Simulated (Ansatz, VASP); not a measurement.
# Sb in VASP and in Ansatz

File INCAR:

```
SYSTEM = Sb
PREC = Accurate
ENCUT = 520
EDIFF = 1E-6
ISMEAR = -1
SIGMA = 0.05
LREAL = .False.
LASPH = .True.
NELM = 100
ALGO = Normal
ISIF = 2
LWAVE = .False.
LCHARG = .False.
GGA = PE
NBANDS = 8
```

File KPOINTS:

```
Automatic mesh
0
Gamma
  12 12 12
  0 0 0
```

Contents of POSCAR:

```
Sb
1.0
    0.0000000000      2.3050000000      2.3280500000
    2.3050000000      0.0000000000      2.3280500000
    2.3050000000      2.3050000000      0.0000000000
Sb
1
Direct
    0.0000000000      0.0000000000      0.0000000000
```

Input for Ansatz:

```yaml
crystal:
  lattice:
    - [0.0, 2.305, 2.32805]
    - [2.305, 0.0, 2.32805]
    - [2.305, 2.305, 0.0]
  atoms:
    - { symbol: Sb, position: [0.0, 0.0, 0.0] }
kpoints:
  mp_grid: { grid: [12, 12, 12] }
  band_path:
    path:
      - [0.0, 0.0, 0.0]
      - [0.0, 0.5, 0.5]
      - [0.25, 0.75, 0.5]
      - [0.0, 0.5, 0.0]
      - [0.0, 0.0, 0.0]
      - [0.5, 0.5, 0.0]
      - [0.3725370062, 0.6274629938, 0.0]
      - [-0.3725370062, 0.3725370062, 0.0]
      - [0.0, 0.0, 0.0]
    npoints: 5
scf:
  occupations: { method: fermi_dirac, width: 0.05 }
hamiltonian:
  xc: pbe
  pseudopotentials: { kind: all_electron, lapw: { basis_error: 0.001 } }
output:
  forces: true
  stress: true
  eigenvalues: true
```

Change from the starting cell: zz strain of +1 %.

Alike in both runs: task single point; functional PBE; k mesh 12 × 12 × 12; occupations fermi-dirac, width 0.05 eV; no spin polarisation.

|  | VASP | Ansatz |
| --- | --- | --- |
| version | VASP 6.6.1 | Ansatz 0.2.0 |
| potentials or method | VASP PAW PBE potentials, release 64 (Sb), cutoff 520 eV | all-electron LAPW, scalar-relativistic |

Ansatz gave:

| Quantity | Value |
| --- | --- |
| pressure (GPa) | 7.8 |
| traceless stress, the component that is largest in VASP (GPa) | 0.14 |

What did VASP give for the same quantities?

Pressure (GPa): 7.7; traceless stress, the component that is largest in VASP (GPa): 0.13.

Ansatz ran all-electron here, and VASP with PAW potentials.

Neither program's run includes spin-orbit coupling.
